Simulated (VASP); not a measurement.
A run of VASP 6.6.1:

The input INCAR:

```
ALGO = Normal
EDIFF = 1E-6
ENCUT = 600
GGA = PE
GGA_COMPAT = F
ISIF = 2
ISMEAR = 0
LASPH = T
LCHARG = F
LREAL = F
LWAVE = F
NBANDS = 30
NELM = 120
PREC = Accurate
SIGMA = 0.1
```

File KPOINTS:

```
k-points
0
Gamma
  4 4 4
```

File POSCAR:

```
BeS3
1.0
    5.2725569391      0.0000000000      0.0000000000
    0.0000000000      5.2725569391      0.0000000000
    0.0000000000      0.0000000000      5.2725569391
Be S
2 6
Direct
    0.0000000000      0.0000000000      0.0000000000
    0.5000000000      0.5000000000      0.5000000000
    0.0000000000      0.5000000000      0.2500000000
    0.0000000000      0.5000000000      0.7500000000
    0.2500000000      0.0000000000      0.5000000000
    0.7500000000      0.0000000000      0.5000000000
    0.5000000000      0.7500000000      0.0000000000
    0.5000000000      0.2500000000      0.0000000000
```

Potentials or basis: VASP PAW PBE potentials, release 64 (Be, S).

Command:

```bash
$ cat potpaw_PBE.64/Be/POTCAR potpaw_PBE.64/S/POTCAR > POTCAR
$ mpirun -np 1 vasp_std > vasp.out
```

Hardware: 1 thread of Intel Xeon 8259CL, on a shared host.

Question: How long does it take, and how much memory?

Answer: Wall time 60 s on 1 thread of Intel Xeon 8259CL, with other jobs on the host, peak memory 0.26 GiB. Counts: scf iterations 13, k points 10.
